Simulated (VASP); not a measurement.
Wanted: the native input for a VASP 6.6.1 run.

```
Task                   : single point
Functional             : PBE
Potentials or basis    : VASP PAW PBE potentials, release 64 (Sn_d, Te)
Cutoff                 : 520 eV
k mesh                 : 6 × 6 × 6
Occupations            : fermi-dirac, width 0.1 eV
Spin                   : no spin polarisation
Dipole correction      : no
Further INCAR settings : ALGO = Normal; EDIFF = 1e-07; NBANDS = 17
```

The structure of SnTe lies in POSCAR:

```
SnTe
1.0
    0.0000000000      3.1508500000      3.1508500000
    3.1508500000      0.0000000000      3.1508500000
    3.1508500000      3.1508500000      0.0000000000
Sn Te
1 1
Direct
    0.0000000000      0.0000000000      0.0000000000
    0.5000000000      0.5000000000      0.5000000000
```

One way to write it, as run:

INCAR

```
PREC = Accurate ; ENCUT = 520
EDIFF = 1E-7 ; ISMEAR = -1
SIGMA = 0.1 ; LREAL = False
LASPH = True ; NELM = 60
ALGO = Normal ; ISIF = 2
LWAVE = False ; LCHARG = False
GGA = PE ; NBANDS = 17
```

KPOINTS

```
regular mesh
0
Gamma
  6 6 6
```

Potentials or basis: VASP PAW PBE potentials, release 64 (Sn_d, Te).

The run is started by

```bash
$ cat potpaw_PBE.64/Sn_d/POTCAR potpaw_PBE.64/Te/POTCAR > POTCAR
$ mpirun -np 1 vasp_std > vasp.out
```

Results of the run:

```yaml
Pressure: 2.3 GPa
Band_gap_on_the_k_mesh: 0.10 eV, direct
```

Caveat: spin-orbit coupling is left out, which moves the levels of the heavy elements.

Wall time 15 s on 1 thread of AMD EPYC 9R45 96-Core Processor (Zen 5) (shared host), peak memory 0.17 GiB.
